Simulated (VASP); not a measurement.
# BaZrO3 (Pm-3m) in VASP: a series of runs, part 2 of 2

VASP 6.6.1.

### Step 4. Single point, PBE

The input, INCAR:

```
SYSTEM = BaZrO3
PREC     = Accurate       ! precision mode
ENCUT    = 910            ! plane-wave cutoff, eV
EDIFF    = 1E-6           ! SCF threshold, eV
ISMEAR   = 0              ! smearing method
SIGMA    = 0.02           ! smearing width, eV
LREAL    = .False.        ! projectors in reciprocal space
LASPH    = .True.         ! aspherical terms in the spheres
NELM     = 120            ! most SCF steps
ALGO     = Normal         ! electronic algorithm
ISIF     = 2              ! what is computed and relaxed
LWAVE    = .False.        ! write WAVECAR
LCHARG   = .False.        ! write CHGCAR
GGA      = PE             ! functional
NBANDS   = 28             ! bands
GGA_COMPAT= .False.
```

The input, KPOINTS:

```
regular mesh
0
Gamma
  6 6 6
  0 0 0
```

The input, POSCAR:

```
BaZrO3
1.0
    4.2268117967      0.0000000000      0.0000000000
    0.0000000000      4.2268117967      0.0000000000
    0.0000000000      0.0000000000      4.2268117967
Ba Zr O
1 1 3
Direct
    0.0000000000      0.0000000000      0.0000000000
    0.5000000000      0.5000000000      0.5000000000
    0.5000000000      0.0000000000      0.5000000000
    0.5000000000      0.5000000000      0.0000000000
    0.0000000000      0.5000000000      0.5000000000
```

Potentials or basis: VASP PAW PBE potentials, release 64 (Ba_sv, Zr_sv, O_h).

Command:

```
$ cat potpaw_PBE.64/Ba_sv/POTCAR potpaw_PBE.64/Zr_sv/POTCAR potpaw_PBE.64/O_h/POTCAR > POTCAR
$ mpirun -np 1 vasp_std > vasp.out
```

OUTCAR:

```text
SYSTEM = BaZrO3
   PREC = Accurate
   ENCUT = 910
   EDIFF = 1E-6
   ISMEAR = 0
   LREAL = .False.
   LASPH = .True.
   NELM = 120
   ISIF = 2
   GGA = PE

 ion  position               nearest neighbor table
   1  0.000  0.000  0.000-   3 2.99   4 2.99   5 2.99   3 2.99   5 2.99   4 2.99   5 2.99   5 2.99
                             3 2.99   4 2.99   3 2.99   4 2.99   2 3.66   2 3.66   2 3.66   2 3.66
   2  0.500  0.500  0.500-   3 2.11   4 2.11   5 2.11   4 2.11   3 2.11   5 2.11   1 3.66   1 3.66
                             1 3.66   1 3.66   1 3.66   1 3.66   1 3.66   1 3.66
   3  0.500  0.000  0.500-   2 2.11   2 2.11   1 2.99   1 2.99   1 2.99   1 2.99
   4  0.500  0.500  0.000-   2 2.11   2 2.11   1 2.99   1 2.99   1 2.99   1 2.99
   5  0.000  0.500  0.500-   2 2.11   2 2.11   1 2.99   1 2.99   1 2.99   1 2.99

  LATTYP: Found a simple cubic cell.
 ALAT       =     4.2268117967

  Lattice vectors:

 A1 = (   4.2268117967,   0.0000000000,   0.0000000000)
 A2 = (   0.0000000000,   4.2268117967,   0.0000000000)
 A3 = (   0.0000000000,   0.0000000000,   4.2268117967)

Analysis of symmetry for initial positions (statically):
=====================================================================
 Subroutine PRICEL returns:
 Original cell was already a primitive cell.

 Routine SETGRP: Setting up the symmetry group for a
 simple cubic supercell.

 Subroutine GETGRP returns: Found 48 space group operations
 (whereof 48 operations were pure point group operations)
 out of a pool of 48 trial point group operations.

The static configuration has the point symmetry O_h .

Analysis of symmetry for dynamics (positions and initial velocities):
=====================================================================
 Subroutine PRICEL returns:
 Original cell was already a primitive cell.

 Routine SETGRP: Setting up the symmetry group for a
 simple cubic supercell.

 Subroutine GETGRP returns: Found 48 space group operations
 (whereof 48 operations were pure point group operations)
 out of a pool of 48 trial point group operations.

The dynamic configuration has the point symmetry O_h .

 Subroutine INISYM returns: Found 48 space group operations
 (whereof 48 operations are pure point group operations),
 and found     1 'primitive' translations

----------------------------------------------------------------------------------------

                                     Primitive cell

  volume of cell :      75.5160

  direct lattice vectors                    reciprocal lattice vectors
     4.226811797  0.000000000  0.000000000     0.236584936  0.000000000  0.000000000
     0.000000000  4.226811797  0.000000000     0.000000000  0.236584936  0.000000000
     0.000000000  0.000000000  4.226811797     0.000000000  0.000000000  0.236584936

  length of vectors
     4.226811797  4.226811797  4.226811797     0.236584936  0.236584936  0.236584936

  position of ions in fractional coordinates (direct lattice)
     0.000000000  0.000000000  0.000000000
     0.500000000  0.500000000  0.500000000
     0.500000000  0.000000000  0.500000000
     0.500000000  0.500000000  0.000000000
     0.000000000  0.500000000  0.500000000

  ion indices of the primitive-cell ions
   primitive index   ion index
                 1           1
                 2           2
[... 31 lines left out ...]
            Coordinates               Weight
  0.000000  0.000000  0.000000      1.000000
  0.166667  0.000000  0.000000      6.000000
  0.333333  0.000000  0.000000      6.000000
  0.500000  0.000000  0.000000      3.000000
  0.166667  0.166667  0.000000     12.000000
  0.333333  0.166667  0.000000     24.000000
[... 12 lines left out ...]
  0.500000  0.500000  0.333333      6.000000
  0.500000  0.500000  0.500000      1.000000
   k-points           NKPTS =     20   k-points in BZ     NKDIM =     20   number of bands    NBANDS=     28
   number of dos      NEDOS =    301   number of ions     NIONS =      5
   total plane-waves  NPLWV =  74088
   dimension x,y,z NGX =    42 NGY =   42 NGZ =   42
   dimension x,y,z NGXF=    84 NGYF=   84 NGZF=   84
   ions per type =               1   1   3
   NGX,Y,Z   is equivalent  to a cutoff of  16.52, 16.52, 16.52 a.u.
   NGXF,Y,Z  is equivalent  to a cutoff of  33.04, 33.04, 33.04 a.u.
 SYSTEM =  BaZrO3
   PREC   = accura    normal or accurate (medium, high low for compatibility)
   ISTART =      0    job   : 0-new  1-cont  2-samecut
   ICHARG =      2    charge: 1-file 2-atom 10-const
   ISPIN  =      1    spin polarized calculation?
   LNONCOLLINEAR =      F non collinear calculations
   LSORBIT =      F    spin-orbit coupling
   LASPH  =      T    aspherical Exc in radial PAW
   ENCUT  =  910.0 eV  66.88 Ry    8.18 a.u.  10.40 10.40 10.40*2*pi/ulx,y,z
   NELM   =    120;   NELMIN=  2; NELMDL= -5     # of ELM steps
   EDIFF  = 0.1E-05   stopping-criterion for ELM
   LREAL  =      F    real-space projection
   EDIFFG = 0.1E-04   stopping-criterion for IOM
   NSW    =      0    number of steps for IOM
   IBRION =     -1    ionic relax: 0-MD 1-quasi-New 2-CG
   NFREE  =      0    steps in history (QN), initial steepest desc. (CG)
   ISIF   =      2    stress and relaxation
   ISYM   =      2    0-nonsym 1-usesym 2-fastsym
   POTIM  = 0.5000    time-step for ionic-motion
   TEBEG  =    0.0;   TEEND  =   0.0 temperature during run
   PSTRESS=    0.0 pullay stress
   NELECT =      40.0000    total number of electrons
   NUPDOWN=      -1.0000    fix difference up-down
   EMIN   =  10.00;   EMAX   =-10.00  energy-range for DOS
   EFERMI =   0.00;   METHOD = LEGACY
   ISMEAR =     0;   SIGMA  =   0.02  broadening in eV -4-tet -1-fermi 0-gaus
   EFERMI_NEDOS =   21; number of points for ismear=-14 and -15
   IALGO  =     38    algorithm
   IMIX   =      4    mixing-type and parameters
     AMIX     =   0.40;   BMIX     =  1.00
     AMIX_MAG =   1.60;   BMIX_MAG =  1.00
  volume/ion in A,a.u.               =      15.10       101.92
  Fermi-wavevector in a.u.,A,eV,Ry     =   1.324591  2.503115 23.871997  1.754542
  Thomas-Fermi vector in A             =   2.454115
   LORBIT       =      0    0 simple, 1 ext, 2 COOP (PROOUT), +10 PAW based schemes
   GGA     = PE    functional components
   LHFCALC =     F    Hartree Fock is set to
   AEXX    =    0.0000 exact exchange contribution
   IVDW    =     0    specifies the selected vdW correction
   LEPSILON=     F    determine dielectric tensor
   LRPA    =     F    only Hartree local field effects (RPA)
 non-spin polarized calculation
 Gauss-broadening in eV      SIGMA  =   0.02
  energy-cutoff  :      910.00
  volume of cell :       75.52
 maximum number of plane-waves:      4752
 NGX is ok and might be reduce to    42
   NGX = 21   NGY = 21   NGZ = 21

 number of electron      40.0000008 magnetization

 Free energy of the ion-electron system (eV)
  ---------------------------------------------------
  ext. energy  EPLUGINS =         0.00000000
  ---------------------------------------------------
  free energy    TOTEN  =       -41.74519215 eV

  energy without entropy =      -41.74519215  energy(sigma->0) =      -41.74519215

 E-fermi :   4.1103     XC(G=0): -10.6470

 val. band max:        3.9125149891   @ k =   0.5000   0.5000   0.5000
 cond. band min:       7.0505958850   @ k =   0.0000   0.0000   0.0000
 fundamental gap:      3.1380808959
 Fermi energy:         4.1103441415

 k-point     1 :       0.0000    0.0000    0.0000
  band No.  band energies     occupation
      1     -43.2611      2.00000
      2     -21.4774      2.00000
      3     -21.3888      2.00000
      4     -21.3888      2.00000
      5     -21.3888      2.00000
      6     -12.4117      2.00000
[... 609 lines left out ...]
     27      12.8938      0.00000
     28      12.8938      0.00000

------------------------ aborting loop because EDIFF is reached ----------------------------------------

  FORCE on cell =-STRESS in cart. coord.  units (eV):
  Direction    XX          YY          ZZ          XY          YZ          ZX
  --------------------------------------------------------------------------------------
  -------------------------------------------------------------------------------------
  Total        0.3528752      0.3528752      0.3528752     -0.0000000      0.0000000     -0.0000000
  in kB        7.4867431      7.4867431      7.4867431     -0.0000000      0.0000000     -0.0000000
  external PRESSURE =       7.4867431 kB  Pullay stress =       0.0000000 kB

 VOLUME and BASIS-vectors are now :
 -----------------------------------------------------------------------------
  energy-cutoff  :      910.00
  volume of cell :       75.52
      direct lattice vectors                 reciprocal lattice vectors
     4.226811797  0.000000000  0.000000000     0.236584936  0.000000000  0.000000000
     0.000000000  4.226811797  0.000000000     0.000000000  0.236584936  0.000000000
     0.000000000  0.000000000  4.226811797     0.000000000  0.000000000  0.236584936

 POSITION                                       TOTAL-FORCE (eV/Angst)
 -----------------------------------------------------------------------------------
      0.00000      0.00000      0.00000         0.000000      0.000000      0.000000
      2.11341      2.11341      2.11341         0.000000      0.000000      0.000000
      2.11341      0.00000      2.11341         0.000000      0.000000      0.000000
      2.11341      2.11341      0.00000         0.000000      0.000000      0.000000
      0.00000      2.11341      2.11341         0.000000      0.000000      0.000000
 -----------------------------------------------------------------------------------
    total drift:                                0.000000     -0.000000     -0.000000

  FREE ENERGIE OF THE ION-ELECTRON SYSTEM (eV)
  ---------------------------------------------------
  free  energy   TOTEN  =       -41.7451921483 eV

  energy  without entropy=      -41.7451921483  energy(sigma->0) =      -41.74519215
```

It took 64 s on 1 thread of Intel Xeon Platinum 8559C (Emerald Rapids), shared host; peak memory 0.3 GiB.

Results:

- Free energy: -41.7452 eV
- Pressure: 0.7 GPa
- Band gap on the k mesh: 3.14 eV, indirect (least direct gap 3.39 eV)

Levels at points of the mesh, in eV from the valence-band top:
```tsv
k point	band 17	band 18	band 19	band 20	band 21	band 22	band 23	band 24
(0.00, 0.00, 0.00)	-0.95	-0.25	-0.25	-0.25	3.14	3.14	3.14	4.63
(0.50, 0.00, 0.00)	-1.69	-1.61	-0.48	-0.48	3.56	5.55	5.55	6.34
(0.50, 0.50, 0.00)	-0.93	-0.93	-0.84	-0.07	5.52	5.52	6.31	6.35
(0.50, 0.50, 0.50)	-2.52	0.00	0.00	0.00	5.89	5.89	5.89	6.79
```

Caveat: the cutoff is under 1.25 times the usual one of these potentials, so pressure, stress and relaxed cells hold a basis-set (Pulay) error; spin-orbit coupling is left out, which moves the levels of the heavy elements. A k mesh can miss the band edges.

### Step 5. Overview

```csv
task,potentials or basis,cell,cutoff (eV),second run,gap on the mesh (eV),pressure (GPa)
single point,"VASP PAW PBE potentials, release 64 (Ba_sv, Zr_sv, O)","a = 4.227 Å, 5 atoms",520,-,3.13,1.0
relaxation of cell and atoms,"VASP PAW PBE potentials, release 64 (Ba_sv, Zr_sv, O)","relaxed from a = 4.212 Å, 5 atoms",600,-,3.12,0.0
single point,"VASP PAW PBE potentials, release 64 (Ba_sv, Zr_sv, O_h)","a = 4.227 Å, 5 atoms",910,hard_potentials,3.14,0.7
```

Alike in all rows: level PBE; no spin polarisation; k mesh 6 × 6 × 6; smearing gaussian 0.02 eV.

Caveats: spin-orbit coupling is left out, which moves the levels of the heavy elements; the cutoff is under 1.25 times the usual one of these potentials, so pressure, stress and relaxed cells hold a basis-set (Pulay) error (some runs).

Absolute energies hang on the potentials; compare differences alone.
